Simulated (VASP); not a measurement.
# SiC3 (P-4m2) in VASP: notebook

SiC3 is run at these levels: PBE, r2SCAN; tasks: single point.

Program: VASP 6.6.1. These are calculated values, not measurements. Logs are shortened: lines on timing, memory, paths and dates and some standing lists are left out, and cuts for length are marked.

## 1. The cell of the first run

Symmetry: P-4m2, No. 115, tetragonal system. Conventional cell: a = 2.714 Å, b = 2.714 Å, c = 3.970 Å, α = 90.00°, β = 90.00°, γ = 90.00°. C (site symmetry 2mm) has 2 C at 1.60 Å and 2 Si at 1.78 Å within 2.1 Å. C (site symmetry -4m2) has 4 C at 1.60 Å within 2.1 Å. Within 2.4 Å of Si (site symmetry -4m2) lie 4 C at 1.78 Å.

## 2. Single point, PBE (strain -2.9%)

INCAR reads:

```
SYSTEM = SiC3
PREC = Accurate
ENCUT = 520
EDIFF = 1E-7
ISMEAR = -1
SIGMA = 0.02
LREAL = .False.
LASPH = .True.
NELM = 80
ALGO = Normal
ISIF = 2
LWAVE = .False.
LCHARG = .False.
GGA = PE
NBANDS = 16
```

KPOINTS reads:

```
Automatic mesh
0
Gamma
  10 10 6
  0 0 0
```

POSCAR reads:

```
SiC3
1.0
    2.7144661473      0.0000000000      0.0000000000
    0.0000000000      2.7144661473      0.0000000000
    0.0000000000      0.0000000000      3.9702053231
C Si
3 1
Direct
    0.5000000000      0.0000000000      0.7886958777
    0.5000000000      0.5000000000      0.0000000000
    0.0000000000      0.5000000000      0.2113041223
    0.0000000000      0.0000000000      0.5000000000
```

Potentials or basis: VASP PAW PBE potentials, release 64 (C, Si).

On the command line:

```bash
$ cat potpaw_PBE.64/C/POTCAR potpaw_PBE.64/Si/POTCAR > POTCAR
$ mpirun -np 1 vasp_std > vasp.out
```

OUTCAR:

```text
SYSTEM = SiC3
   PREC = Accurate
   ENCUT = 520
   EDIFF = 1E-7
   ISMEAR = -1
   LREAL = .False.
   LASPH = .True.
   NELM = 80
   ISIF = 2
   GGA = PE

 ion  position               nearest neighbor table
   1  0.500  0.000  0.789-   2 1.60   2 1.60   4 1.78   4 1.78
   2  0.500  0.500  0.000-   1 1.60   3 1.60   1 1.60   3 1.60
   3  0.000  0.500  0.211-   2 1.60   2 1.60   4 1.78   4 1.78
   4  0.000  0.000  0.500-   1 1.78   3 1.78   3 1.78   1 1.78

  LATTYP: Found a simple tetragonal cell.
 ALAT       =     2.7144661473
 C/A-ratio  =     1.4626099968

  Lattice vectors:

 A1 = (   2.7144661473,   0.0000000000,   0.0000000000)
 A2 = (   0.0000000000,   2.7144661473,   0.0000000000)
 A3 = (   0.0000000000,   0.0000000000,   3.9702053231)

Analysis of symmetry for initial positions (statically):
=====================================================================
 Subroutine PRICEL returns:
 Original cell was already a primitive cell.

 Routine SETGRP: Setting up the symmetry group for a
 simple tetragonal supercell.

 Subroutine GETGRP returns: Found  8 space group operations
 (whereof  8 operations were pure point group operations)
 out of a pool of 16 trial point group operations.

The static configuration has the point symmetry D_2d.

Analysis of symmetry for dynamics (positions and initial velocities):
=====================================================================
 Subroutine PRICEL returns:
 Original cell was already a primitive cell.

 Routine SETGRP: Setting up the symmetry group for a
 simple tetragonal supercell.

 Subroutine GETGRP returns: Found  8 space group operations
 (whereof  8 operations were pure point group operations)
 out of a pool of 16 trial point group operations.

The dynamic configuration has the point symmetry D_2d.

 Subroutine INISYM returns: Found  8 space group operations
 (whereof  8 operations are pure point group operations),
 and found     1 'primitive' translations

----------------------------------------------------------------------------------------

                                     Primitive cell

  volume of cell :      29.2538

  direct lattice vectors                    reciprocal lattice vectors
     2.714466147  0.000000000  0.000000000     0.368396563  0.000000000  0.000000000
     0.000000000  2.714466147  0.000000000     0.000000000  0.368396563  0.000000000
     0.000000000  0.000000000  3.970205323     0.000000000  0.000000000  0.251876142

  length of vectors
     2.714466147  2.714466147  3.970205323     0.368396563  0.368396563  0.251876142
[... 83 lines left out ...]
   ENCUT  =  520.0 eV  38.22 Ry    6.18 a.u.   5.05  5.05  7.38*2*pi/ulx,y,z
   NELM   =     80;   NELMIN=  2; NELMDL= -5     # of ELM steps
   EDIFF  = 0.1E-06   stopping-criterion for ELM
   LREAL  =      F    real-space projection
   EDIFFG = 0.1E-05   stopping-criterion for IOM
   NSW    =      0    number of steps for IOM
   IBRION =     -1    ionic relax: 0-MD 1-quasi-New 2-CG
   NFREE  =      0    steps in history (QN), initial steepest desc. (CG)
   ISIF   =      2    stress and relaxation
   ISYM   =      2    0-nonsym 1-usesym 2-fastsym
   POTIM  = 0.5000    time-step for ionic-motion
   TEBEG  =    0.0;   TEEND  =   0.0 temperature during run
   PSTRESS=    0.0 pullay stress
   NELECT =      16.0000    total number of electrons
   NUPDOWN=      -1.0000    fix difference up-down
   EMIN   =  10.00;   EMAX   =-10.00  energy-range for DOS
   EFERMI =   0.00;   METHOD = LEGACY
   ISMEAR =    -1;   SIGMA  =   0.02  broadening in eV -4-tet -1-fermi 0-gaus
   EFERMI_NEDOS =   21; number of points for ismear=-14 and -15
   IALGO  =     38    algorithm
   IMIX   =      4    mixing-type and parameters
     AMIX     =   0.40;   BMIX     =  1.00
     AMIX_MAG =   1.60;   BMIX_MAG =  1.00
  volume/ion in A,a.u.               =       7.31        49.35
  Fermi-wavevector in a.u.,A,eV,Ry     =   1.338816  2.529995 24.387466  1.792428
  Thomas-Fermi vector in A             =   2.467257
   LORBIT       =      0    0 simple, 1 ext, 2 COOP (PROOUT), +10 PAW based schemes
   GGA     = PE    functional components
   LHFCALC =     F    Hartree Fock is set to
   AEXX    =    0.0000 exact exchange contribution
   IVDW    =     0    specifies the selected vdW correction
   LEPSILON=     F    determine dielectric tensor
   LRPA    =     F    only Hartree local field effects (RPA)
 non-spin polarized calculation
  energy-cutoff  :      520.00
  volume of cell :       29.25
 maximum number of plane-waves:       808
   NGX = 11   NGY = 11   NGZ = 15

 number of electron      16.0000004 magnetization

 Free energy of the ion-electron system (eV)
  ---------------------------------------------------
  ext. energy  EPLUGINS =         0.00000000
  ---------------------------------------------------
  free energy    TOTEN  =       -30.79152992 eV

  energy without entropy =      -30.79152992  energy(sigma->0) =      -30.79152992

 E-fermi :  11.1073     XC(G=0): -12.5237

 val. band max:       10.6920856916   @ k =   0.0000   0.0000   0.0000
 cond. band min:      11.9980834409   @ k =   0.4000   0.4000   0.0000
 fundamental gap:      1.3059977492
 Fermi energy:        11.1073369665

 k-point     1 :       0.0000    0.0000    0.0000
  band No.  band energies     occupation
      1      -9.0711      2.00000
      2      -1.9349      2.00000
      3      -0.6590      2.00000
      4       4.7025      2.00000
      5       4.7025      2.00000
      6       9.9776      2.00000
[... 433 lines left out ...]
      3       0.8267      2.00000
      4       2.9821      2.00000
      5       5.2155      2.00000
      6       6.8440      2.00000
[... 8 lines left out ...]
     15      24.6251      0.00000
     16      24.6562      0.00000

 [... further k-points ...]
[... 5 lines left out ...]
  --------------------------------------------------------------------------------------
  -------------------------------------------------------------------------------------
  Total        5.8150243      5.8150243      6.9110119      0.0000000      0.0000000      0.0000000
  in kB      318.4786239    318.4786239    378.5039326      0.0000000      0.0000000      0.0000000
  external PRESSURE =     338.4870601 kB  Pullay stress =       0.0000000 kB

 VOLUME and BASIS-vectors are now :
 -----------------------------------------------------------------------------
  energy-cutoff  :      520.00
  volume of cell :       29.25
      direct lattice vectors                 reciprocal lattice vectors
     2.714466147  0.000000000  0.000000000     0.368396563  0.000000000  0.000000000
     0.000000000  2.714466147  0.000000000     0.000000000  0.368396563  0.000000000
     0.000000000  0.000000000  3.970205323     0.000000000  0.000000000  0.251876142

 POSITION                                       TOTAL-FORCE (eV/Angst)
 -----------------------------------------------------------------------------------
      1.35723      0.00000      3.13128         0.000000      0.000000      0.352937
      1.35723      1.35723      0.00000         0.000000      0.000000      0.000000
      0.00000      1.35723      0.83892        -0.000000      0.000000     -0.352937
      0.00000      0.00000      1.98510         0.000000     -0.000000      0.000000
 -----------------------------------------------------------------------------------
    total drift:                                0.000000      0.000000     -0.000000

  FREE ENERGIE OF THE ION-ELECTRON SYSTEM (eV)
  ---------------------------------------------------
  free  energy   TOTEN  =       -30.7915299165 eV

  energy  without entropy=      -30.7915299165  energy(sigma->0) =      -30.79152992
```

stdout:

```text
POSCAR found type information on POSCAR C Si
 POSCAR found :  2 types and       4 ions
 scaLAPACK will be used
 LDA part: xc-table for (Slater+PW92), standard interpolation
 POSCAR, INCAR and KPOINTS ok, starting setup
 FFT: planning ... GRIDC
 FFT: planning ... GRID_SOFT
 FFT: planning ... GRID
 WAVECAR not read
 entering main loop
```

Run time: 38 s. Hardware: 1 thread of Intel Xeon 6975P-C, shared host; peak memory 0.15 GiB.

What came out:

```
Free energy            : -30.7915 eV
Pressure               : 33.8 GPa
Largest force          : 0.353 eV/Å
Band gap on the k mesh : 1.31 eV, indirect (least direct gap 1.77 eV)
```

Forces on the atoms (eV/Å):
```
C    0.000  0.000  0.353
C    0.000  0.000  0.000
C    0.000  0.000 -0.353
Si   0.000  0.000  0.000
```

Caveat: the cell differs from its parent crystal (strain -2.9%).

## 3. Single point, r2SCAN (strain -2.9%)

POSCAR is that of step 2.

INCAR.step1 reads:

```
ALGO     = Normal         # electronic algorithm
EDIFF    = 1E-4           # SCF threshold, eV
ENCUT    = 520            # plane-wave cutoff, eV
GGA      = PE             # functional
ISMEAR   = 0              # smearing method
LASPH    = T              # aspherical terms in the spheres
LCHARG   = F              # write CHGCAR
LREAL    = F              # projectors in reciprocal space
LWAVE    = T              # write WAVECAR
NBANDS   = 16             # bands
NELM     = 80             # most SCF steps
PREC     = Accurate       # precision mode
SIGMA    = 0.01           # smearing width, eV
```

INCAR.step2 reads:

```
ALGO     = Normal         # electronic algorithm
EDIFF    = 1E-6           # SCF threshold, eV
ENCUT    = 520            # plane-wave cutoff, eV
ISIF     = 2              # what is computed and relaxed
ISMEAR   = 0              # smearing method
ISTART   = 1            
LASPH    = T              # aspherical terms in the spheres
LCHARG   = F              # write CHGCAR
LMIXTAU  = T            
LREAL    = F              # projectors in reciprocal space
LWAVE    = F              # write WAVECAR
METAGGA  = R2SCAN         # meta-GGA
NBANDS   = 16             # bands
NELM     = 80             # most SCF steps
PREC     = Accurate       # precision mode
SIGMA    = 0.01           # smearing width, eV
```

KPOINTS reads:

```
k-points
0
Gamma
  10 10 6
```

Potentials or basis: VASP PAW PBE potentials, release 64 (C, Si).

On the command line:

```bash
$ cat potpaw_PBE.64/C/POTCAR potpaw_PBE.64/Si/POTCAR > POTCAR
$ cp INCAR.step1 INCAR
$ mpirun -np 1 vasp_std > vasp.out
$ cp INCAR.step2 INCAR
$ mpirun -np 1 vasp_std > vasp.out
```

Wall time 2 min (1 thread of Intel Xeon 6975P-C, shared host); peak memory 0.16 GiB.

Results (log left out):

```
Free energy            : -36.4847 eV
Pressure               : 30.8 GPa
Largest force          : 0.062 eV/Å
Band gap on the k mesh : 1.60 eV, indirect (least direct gap 2.08 eV)
```

Forces on the atoms (eV/Å):
```
C    0.000  0.000 -0.062
C    0.000  0.000  0.000
C    0.000  0.000  0.062
Si   0.000  0.000  0.000
```

Stress tensor (GPa, compression positive):
```
29.19  0.00  0.00
 0.00 29.19  0.00
 0.00  0.00 33.90
```

Levels at points of the mesh, in eV from the valence-band top:
| k point | band 6 | band 7 | band 8 | band 9 | band 10 | band 11 |
| --- | --- | --- | --- | --- | --- | --- |
| (0.00, 0.00, 0.00) | -0.70 | 0.00 | 0.00 | 2.08 | 3.34 | 5.74 |
| (0.50, 0.00, 0.00) | -6.92 | -4.57 | -0.97 | 5.51 | 6.38 | 6.97 |
| (0.50, 0.50, 0.00) | -6.00 | -6.00 | -4.36 | 1.88 | 1.88 | 2.20 |
| (0.00, 0.00, 0.50) | -4.27 | -1.58 | -1.58 | 3.08 | 3.46 | 6.76 |
| (0.50, 0.00, 0.50) | -3.00 | -2.52 | -0.84 | 3.79 | 6.28 | 6.87 |
| (0.50, 0.50, 0.50) | -7.55 | -7.55 | -7.23 | 6.05 | 6.05 | 6.70 |

Caveat: the cell differs from its parent crystal (strain -2.9%); the PAW data sets were made with another functional, which shifts forces and pressure a little. A k mesh can miss the band edges.
